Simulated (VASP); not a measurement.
Input of a VASP 6.6.1 run:

INCAR

```
SYSTEM = Cu
AGGAC = 1.0
AGGAX = 1.0
ALDAC = 0.0
ALDAX = 1.0
ALGO = Normal
EDIFF = 1E-6
ENCUT = 520
GGA = B5
ISIF = 2
ISMEAR = 1
LASPH = .True.
LCHARG = .False.
LMAXMIX = 4
LNONCOLLINEAR = .True.
LORBIT = 11
LREAL = .False.
LWAVE = .False.
MAGMOM = 0.6 0 0
NBANDS = 22
NELM = 150
PREC = Accurate
SIGMA = 0.1
```

Contents of KPOINTS:

```
k-points
0
Gamma
  10 10 10
  0 0 0
```

The input POSCAR:

```
Cu
1.0
   -1.4427933200      1.4427933200      1.3760814500
    1.4427933200     -1.4427933200      1.3760814500
    1.4427933200      1.4427933200     -1.3760814500
Cu
1
Direct
    0.0000000000      0.0000000000      0.0000000000
```

Potentials or basis: VASP PAW PBE potentials, release 64 (Cu).

Launch:

```bash
$ cat potpaw_PBE.64/Cu/POTCAR > POTCAR
$ mpirun -np 1 vasp_ncl > vasp.out
```

What does it give for the pressure?

16.8 GPa.

Predict the net moment.

0.00 μB per cell.

What does it give for the band gap on the k mesh?

Zero (bands 11 and 12 overlap by 10.01 eV).

Stress tensor (GPa, compression positive):
```
17.64  0.00  0.00
 0.00 17.64  0.00
 0.00  0.00 15.16
```

Caveat: the cell stands under pressure; the PAW data sets were made with another functional, which shifts forces and pressure a little.
